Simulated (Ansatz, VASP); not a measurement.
NaLaMnMoO6: VASP beside Ansatz

INCAR

```
PREC = Accurate
ENCUT = 520
EDIFF = 1E-7
ISMEAR = -1
SIGMA = 0.05
LREAL = F
LASPH = T
NELM = 100
ALGO = Normal
ISIF = 2
LWAVE = F
LCHARG = T
ISPIN = 2
MAGMOM = 0 0 4 1 0 0 0 0 0 0
LORBIT = 11
LMAXMIX = 6
GGA = PE
LVHAR = T
NBANDS = 56
KPAR = 4
```

File KPOINTS:

```
regular mesh
0
Gamma
  7 7 7
```

The input POSCAR:

```
NaLaMnMoO6
1.0
   -2.7229400000      2.7229400000      3.8988900000
    2.7229400000     -2.7229400000      3.8988900000
    2.7229400000      2.7229400000     -3.8988900000
Na La Mn Mo O
1 1 1 1 6
Direct
    0.2500000000      0.7500000000      0.5000000000
    0.7500000000      0.2500000000      0.5000000000
    0.5000000000      0.5000000000      0.0000000000
    0.0000000000      0.0000000000      0.0000000000
    0.2076600000      0.2960700000      0.5037100000
    0.2960500000      0.7923400000      0.0884100000
    0.7923600000      0.7039500000      0.4962900000
    0.7039300000      0.2076400000      0.9115900000
    0.2519400000      0.2519400000      0.0000000000
    0.7480600000      0.7480600000      0.0000000000
```

input.yaml

```yaml
crystal:
  lattice:
    - [-2.72294, 2.72294, 3.89889]
    - [2.72294, -2.72294, 3.89889]
    - [2.72294, 2.72294, -3.89889]
  atoms:
    - { symbol: Na, position: [0.25, 0.75, 0.5] }
    - { symbol: La, position: [0.75, 0.25, 0.5] }
    - { symbol: Mn, position: [0.5, 0.5, 0.0], spin: 4.0 }
    - { symbol: Mo, position: [0.0, 0.0, 0.0], spin: 1.0 }
    - { symbol: O, position: [0.20766, 0.29607, 0.50371] }
    - { symbol: O, position: [0.29605, 0.79234, 0.08841] }
    - { symbol: O, position: [0.79236, 0.70395, 0.49629] }
    - { symbol: O, position: [0.70393, 0.20764, 0.91159] }
    - { symbol: O, position: [0.25194, 0.25194, 0.0] }
    - { symbol: O, position: [0.74806, 0.74806, 0.0] }
hamiltonian:
  xc: pbe
  pseudopotentials: { kind: paw }
magnetization:
  spin_polarized: true
kpoints:
  mp_grid: { grid: [7, 7, 7] }
scf:
  occupations: { method: fermi_dirac, width: 0.05 }
output:
  forces: true
  stress: true
  eigenvalues: true
```

Alike in both runs: task single point; functional PBE; k mesh 7 × 7 × 7; occupations fermi-dirac, width 0.05 eV; collinear spin, ferromagnetic start.

```csv
,VASP,Ansatz
version,VASP 6.6.1,Ansatz 0.2.0
potentials or method,"VASP PAW PBE potentials, release 64 (Na_pv, La, Mn_pv, Mo_sv, O)",Ansatz PAW
plane-wave cutoff (eV),520,420
valence electrons in the cell,81,85
```

Ansatz gave:

```
gap on the k mesh at the Fermi level (eV)                     : none
pressure (GPa)                                                : 0.3
traceless stress, the component that is largest in VASP (GPa) : 0.09
rms of the force components (eV/Å)                            : 0.026
net moment per atom (μB)                                      : 0.20
size of the moment on the site where the two differ most (μB) : 2.24
```

**Question.** Estimate VASP's values.

**Answer.** gap on the k mesh at the Fermi level (eV): none; pressure (GPa): 0.6; traceless stress, the component that is largest in VASP (GPa): 0.07; rms of the force components (eV/Å): 0.046; net moment per atom (μB): 0.20; size of the moment on the site where the two differ most (μB): 2.51.

Site moments also hang on the region over which each program counts them. Atom by atom the forces differ by 0.021 eV/Å (rms over components). A gap of «none» marks a metal or a gap that the smearing closes. VASP's potentials hold 81 valence electrons a cell and Ansatz's 85, so a difference there can come from the potentials and not from the codes.

Spin-orbit coupling is off throughout.
